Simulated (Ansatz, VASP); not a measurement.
# Ir: VASP beside Ansatz

Contents of INCAR:

```
PREC = Accurate
ENCUT = 520
EDIFF = 1E-6
ISMEAR = -1
SIGMA = 0.1
LREAL = False
LASPH = True
NELM = 80
ALGO = Normal
ISIF = 2
LWAVE = False
LCHARG = False
GGA = PE
NBANDS = 10
```

The input KPOINTS:

```
Automatic mesh
0
Gamma
  15 15 15
```

File POSCAR:

```
Ir
1.0
    0.0000000000      1.9360622002      1.9360622002
    1.9360622002      0.0000000000      1.9360622002
    1.9360622002      1.9360622002      0.0000000000
Ir
1
Direct
    0.0000000000      0.0000000000      0.0000000000
```

Input for Ansatz:

```yaml
crystal:
  lattice:
    - [0.0, 1.9360622002, 1.9360622002]
    - [1.9360622002, 0.0, 1.9360622002]
    - [1.9360622002, 1.9360622002, 0.0]
  atoms:
    - { symbol: Ir, position: [0.0, 0.0, 0.0] }
hamiltonian:
  xc: pbe
  pseudopotentials:
    kind: paw
    azcp:
      Ir: "pseudopotentials/Ir.paw.azcp"
basis:
  ecutwfc: 420
  fft_grid_basis: typed
kpoints:
  mp_grid: { grid: [15, 15, 15], shift: [0, 0, 0] }
magnetization:
  spin_polarized: false
scf:
  occupations: { method: fermi_dirac, width: 0.1 }
  lower_state_search: "off"
output:
  stress: true
  write_density: true
  write_potential: true
  elf: true
  volumetric_format: npy
```

Alike in both runs: task single point; functional PBE; k mesh 15 × 15 × 15; occupations fermi-dirac, width 0.1 eV; no spin polarisation.

```csv
,VASP,Ansatz
version,VASP 6.6.1,Ansatz 0.2.0
potentials or method,"VASP PAW PBE potentials, release 64 (Ir), cutoff 520 eV","plane waves (420 eV) with PAW, scalar-relativistic"
valence electrons in the cell,9,17
```

```tsv
	VASP	Ansatz	Ansatz less VASP
pressure (GPa)	0.2	-0.3	-0.49
```

VASP's potentials hold 9 valence electrons a cell and Ansatz's 17, so a difference there can come from the potentials and not from the codes.

Spin-orbit coupling is off throughout.
